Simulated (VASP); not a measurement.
Bi2Se3 (Paraguanajuatite):

```
CELL_PARAMETERS angstrom
2.08522 1.20390 9.60855
-2.08522 1.20390 9.60855
0.00000 -2.40780 9.60855
ATOMIC_POSITIONS crystal
Bi 0.59920 0.59920 0.59920
Bi 0.40080 0.40080 0.40080
Se 0.78830 0.78830 0.78830
Se 0.21170 0.21170 0.21170
Se 0.00000 0.00000 0.00000
```

Base run:

| Property | Result |
| --- | --- |
| Program | VASP 6.6.1 |
| Functional | BLYP |
| Potentials or basis | VASP PAW PBE potentials, release 64 (Bi_d, Se) |
| Cutoff | 520 eV |
| k mesh | 8 × 8 × 8 |
| Occupations | fermi-dirac, width 0.05 eV |
| Spin | no spin polarisation |

Its results: band gap on the k mesh 0.27 eV, direct; pressure 5.1 GPa; largest force 0.191 eV/Å.

**Question.** The run is repeated on the same cell with these changes: functional from BLYP to PBE; further incar settings from ALGO = Normal; EDIFF = 1e-07; NBANDS = 32 to ALGO = Normal; EDIFF = 1e-06; NBANDS = 32. What comes out?

**Answer.** Band gap on the k mesh 0.23 eV, direct; pressure 1.3 GPa; largest force 0.109 eV/Å.

Caveats: spin-orbit coupling is left out, which moves the levels of the heavy elements; the PAW data sets were made with another functional, which shifts forces and pressure a little (some runs).

A k mesh can miss the band edges.
